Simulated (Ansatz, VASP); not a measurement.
Two plane-wave programs on GaN

File POSCAR:

```
GaN
1.0
    0.0000000000      2.2826708204      2.3164048720
    2.2826708204      0.0000000000      2.3164048720
    2.2826708204      2.2826708204      0.0000000000
Ga N
1 1
Direct
    0.0000000000      0.0000000000      0.0000000000
    0.7500000000      0.7500000000      0.7500000000
```

Contents of INCAR.step1:

```
PREC     = Accurate       # precision mode
ENCUT    = 520            # plane-wave cutoff, eV
ISMEAR   = 0              # smearing method
SIGMA    = 0.05           # smearing width, eV
LREAL    = F              # projectors in reciprocal space
LASPH    = T              # aspherical terms in the spheres
NELM     = 80             # most SCF steps
NBANDS   = 16             # bands
GGA      = PE             # functional
ALGO     = Normal         # electronic algorithm
EDIFF    = 1E-4           # SCF threshold, eV
LWAVE    = T              # write WAVECAR
LCHARG   = F              # write CHGCAR
```

Contents of INCAR.step2:

```
PREC     = Accurate       # precision mode
ENCUT    = 520            # plane-wave cutoff, eV
EDIFF    = 1E-7           # SCF threshold, eV
ISMEAR   = 0              # smearing method
SIGMA    = 0.05           # smearing width, eV
LREAL    = F              # projectors in reciprocal space
LASPH    = T              # aspherical terms in the spheres
NELM     = 80             # most SCF steps
ALGO     = Normal         # electronic algorithm
ISIF     = 2              # what is computed and relaxed
LWAVE    = F              # write WAVECAR
LCHARG   = T              # write CHGCAR
METAGGA  = R2SCAN         # meta-GGA
LMIXTAU  = T            
LELF     = T              # ELF
LVHAR    = T            
NBANDS   = 16             # bands
ISTART   = 1
```

File KPOINTS:

```
Automatic mesh
0
Gamma
  10 10 10
```

Input for Ansatz:

```yaml
crystal:
  lattice:
    - [0.0, 2.2826708204, 2.316404872]
    - [2.2826708204, 0.0, 2.316404872]
    - [2.2826708204, 2.2826708204, 0.0]
  atoms:
    - { symbol: Ga, position: [0.0, 0.0, 0.0] }
    - { symbol: "N", position: [0.75, 0.75, 0.75] }
basis:
  ecutwfc: 500
kpoints:
  mp_grid: { grid: [10, 10, 10] }
hamiltonian:
  xc: r2scan
scf:
  occupations: { method: gaussian, width: 0.05 }
output:
  forces: true
  stress: true
  eigenvalues: true
  write_density: true
  write_potential: true
  elf: true
  volumetric_format: npy
```

Change from the starting cell: strain +0.015 along x and y, +0.030 along z, atoms carried along.

Alike in both runs: task single point; functional r2SCAN; k mesh 10 × 10 × 10; occupations gaussian, width 0.05 eV; no spin polarisation.

|  | VASP | Ansatz |
| --- | --- | --- |
| version | VASP 6.6.1 | Ansatz 0.2.0 |
| potentials or method | VASP PAW PBE potentials, release 64 (Ga_d, N), cutoff 520 eV | scalar-relativistic, plane waves, PAW |
| valence electrons in the cell | 18 | 18 |

|  | VASP | Ansatz | Ansatz less VASP |
| --- | --- | --- | --- |
| gap on the k mesh at the Fermi level (eV) | 1.74 | 1.75 | +0.005 |
| least direct gap on the mesh (eV) | 1.74 | 1.75 | +0.005 |
| pressure (GPa) | -9.3 | -10.3 | -0.93 |
| traceless stress, the component that is largest in VASP (GPa) | -1.29 | -1.36 | -0.070 |

VASP's potentials were made for PBE, not for r2SCAN.
